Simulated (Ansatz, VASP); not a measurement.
## Two plane-wave programs on Sn

```
Sn
1.0
     0.00000    2.40963    2.40963
     2.40963    0.00000    2.40963
     2.40963    2.40963    0.00000
Sn
1
Direct
  0.00000 0.00000 0.00000
```

Alike in both runs: task single point; functional PBE; k mesh 16 × 16 × 16; occupations gaussian, width 0.1 eV; no spin polarisation.

```csv
,VASP,Ansatz
version,VASP 6.6.1,Ansatz 0.2.0
potentials or method,"VASP PAW PBE potentials, release 64 (Sn_d)","scalar-relativistic, plane waves, PAW"
plane-wave cutoff (eV),500,420
valence electrons in the cell,14,14
```

```tsv
	VASP	Ansatz	Ansatz less VASP
gap on the k mesh at the Fermi level (eV)	none	none	-
pressure (GPa)	0.0	0.0	+0.03
```

A gap of «none» marks a metal or a gap that the smearing closes. With one functional, cell and mesh, what is left measures potentials, basis and numerics.
